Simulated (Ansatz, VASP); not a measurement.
# One calculation of AlAs3, two programs

```xyz
4
Lattice="4.2049 0.0000 0.0000 0.0000 4.2049 0.0000 0.0000 0.0000 4.2049" Properties=species:S:1:pos:R:3 pbc="T T T"
Al    0.0000    0.0000    0.0000
As    2.1024    0.0000    2.1024
As    0.0000    2.1024    2.1024
As    2.1024    2.1024    0.0000
```

Change from the starting cell: species swapped into the GaAg3 type (Pm-3m, No. 221).

Alike in both runs: task single point; functional PBE; k mesh 4 × 4 × 4; occupations gaussian, width 0.1 eV; no spin polarisation.

```csv
,VASP,Ansatz
version,VASP 6.6.1,Ansatz 0.2.0
potentials or method,"VASP PAW PBE potentials, release 64 (Al, As), cutoff 520 eV","scalar-relativistic, plane waves, PAW"
valence electrons in the cell,18,48
```

Ansatz gave:

```
gap on the k mesh at the Fermi level (eV) : none
pressure (GPa)                            : 2.7
```

**Question.** Which values does VASP return?

**Answer.** gap on the k mesh at the Fermi level (eV): none; pressure (GPa): 2.8.

A gap of «none» marks a metal or a gap that the smearing closes. VASP's potentials hold 18 valence electrons a cell and Ansatz's 48, so a difference there can come from the potentials and not from the codes.

The k mesh is coarse, so the values compare programs but aren't converged.
